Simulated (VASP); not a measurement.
Write the native input for VASP 6.6.1 that does the following.

* Task: single point
* Functional: PBE
* Potentials or basis: VASP PAW PBE potentials, release 64 (Y_sv)
* Cutoff: 520 eV
* k mesh: 7 × 7 × 10
* Occupations: fermi-dirac, width 0.05 eV
* Spin: collinear spin
* Starting moments: [1.0, 1.0, 1.0] μB
* Dipole correction: no
* Further INCAR settings: ALGO = Normal; EDIFF = 1e-06; NBANDS = 28

The structure of Y lies in POSCAR:

```
Y
1.0
    5.7875607361      0.0000000000      0.0000000000
   -2.8937803680      5.0121746235      0.0000000000
    0.0000000000      0.0000000000      3.6245017227
Y
3
Direct
    0.0000000000      1.0000000000      0.0000000000
    0.3333333333      0.6666666667      0.5000000000
    0.6666666667      0.3333333333      0.5000000000
```

This isn't the form of Y at room conditions, which is hcp.

One way to write it, as run:

INCAR

```
ALGO = Normal
EDIFF = 1E-6
ENCUT = 520
GGA = PE
ISIF = 2
ISMEAR = -1
ISPIN = 2
LASPH = True
LCHARG = False
LMAXMIX = 4
LORBIT = 11
LREAL = False
LWAVE = False
MAGMOM = 1 1 1
NBANDS = 28
NELM = 150
PREC = Accurate
SIGMA = 0.05
```

KPOINTS

```
k-points
0
Gamma
  7 7 10
```

Potentials or basis: VASP PAW PBE potentials, release 64 (Y_sv).

Run with:

```sh
$ cat potpaw_PBE.64/Y_sv/POTCAR > POTCAR
$ mpirun -np 1 vasp_std > vasp.out
```

Results of the run:

```json
{
 "Pressure": "-2.7 GPa",
 "Net moment": "0.01 μB per cell",
 "Valence electrons inside the program's atomic spheres": "Y 9.29, 9.38 (each value once)"
}
```

Wall time 3.5 min on 1 thread of Intel(R) Xeon(R) 6975P-C (Granite Rapids), on a shared host, peak memory 0.42 GiB.
